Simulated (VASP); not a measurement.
Here is a VASP 6.6.1 calculation.

The input INCAR:

```
PREC = Accurate
ENCUT = 520
EDIFF = 1E-6
ISMEAR = 0
SIGMA = 0.05
LREAL = False
LASPH = True
NELM = 80
ALGO = Normal
ISIF = 2
LWAVE = False
LCHARG = False
GGA = CA
NBANDS = 10
```

Contents of KPOINTS:

```
regular mesh
0
Gamma
  10 10 4
```

File POSCAR:

```
H
1.0
    1.7403009995     -2.8837536431      0.0000000000
    1.7403009995      2.8837536431      0.0000000000
    0.0000000000      0.0000000000      5.6654526314
H
4
Direct
    0.5678085000      0.4321915000      0.9995149500
    0.4321915000      0.5678085000      0.0004850500
    0.4321915000      0.5678085000      0.4995149500
    0.5678085000      0.4321915000      0.5004850500
```

Potentials or basis: VASP PAW LDA potentials, release 64 (H).

Launch:

```bash
$ cat potpaw_LDA.64/H/POTCAR > POTCAR
$ mpirun -np 1 vasp_std > vasp.out
```

Task: What does it give for the largest force?

Result: 0.412 eV/Å.

Task: Predict the pressure.

Result: -1.1 GPa.

Task: Estimate the band gap on the k mesh.

Result: 6.97 eV.

Stress tensor (GPa, compression positive):
```
-0.61  0.00  0.00
 0.00 -2.68  0.00
 0.00  0.00 -0.03
```

 A k mesh can miss the band edges.
